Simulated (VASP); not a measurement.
Ta3AsAu2O13, 19 atoms in the cell. Symmetry: P-6, No. 174, hexagonal system. Conventional cell: a = 5.043 Å, b = 5.043 Å, c = 9.442 Å, α = 90.00°, β = 90.00°, γ = 120.00°. Within 2.5 Å of Ta (site symmetry 3) lie 7 O at 1.87 to 2.14 Å. Within 2.7 Å of Ta (site symmetry -6) lie 6 O at 2.00 Å. Within 2.5 Å of As (site symmetry -6) lie 6 O at 1.85 Å. Au (site symmetry 3) has 6 O at 2.10 to 2.21 Å within 2.8 Å. Within 2.5 Å of O (site symmetry -6) lie 2 Ta at 1.87 Å and 6 O at 2.33 Å. O (site symmetry 1) has 1 As at 1.85 Å and 1 Au at 2.10 Å and 1 Ta at 2.14 Å and 3 O at 2.40 to 2.45 Å within 2.5 Å. Within 2.6 Å of O (site symmetry 1) lie 2 Ta at 1.98 to 2.00 Å and 1 Au at 2.21 Å and 3 O at 2.33 to 2.58 Å. 

- Program: VASP 6.6.1
- Task: single point
- Functional: PBE
- Potentials or basis: VASP PAW PBE potentials, release 64 (Ta_pv, As, Au, O)
- Cutoff: 520 eV
- k mesh: 4 × 4 × 2
- Occupations: fermi-dirac, width 0.05 eV
- Spin: no spin polarisation
- Dipole correction: no
- Further INCAR settings: LREAL = Auto; ALGO = Normal; EDIFF = 1e-06; NBANDS = 84

Potentials or basis: VASP PAW PBE potentials, release 64 (Ta_pv, As, Au, O).

Launch:

```bash
$ cat potpaw_PBE.64/Ta_pv/POTCAR potpaw_PBE.64/As/POTCAR potpaw_PBE.64/Au/POTCAR potpaw_PBE.64/O/POTCAR > POTCAR
$ mpirun -np 1 vasp_std > vasp.out
```

Hardware: 1 thread of Intel Xeon 6975P-C, on a shared host.

**Question.** How long does it take, and how much memory?

**Answer.** Run time: 6.3 min on 1 thread of Intel Xeon 6975P-C, on a shared host, peak memory 0.39 GiB. Counts: scf iterations 16, k points 8.
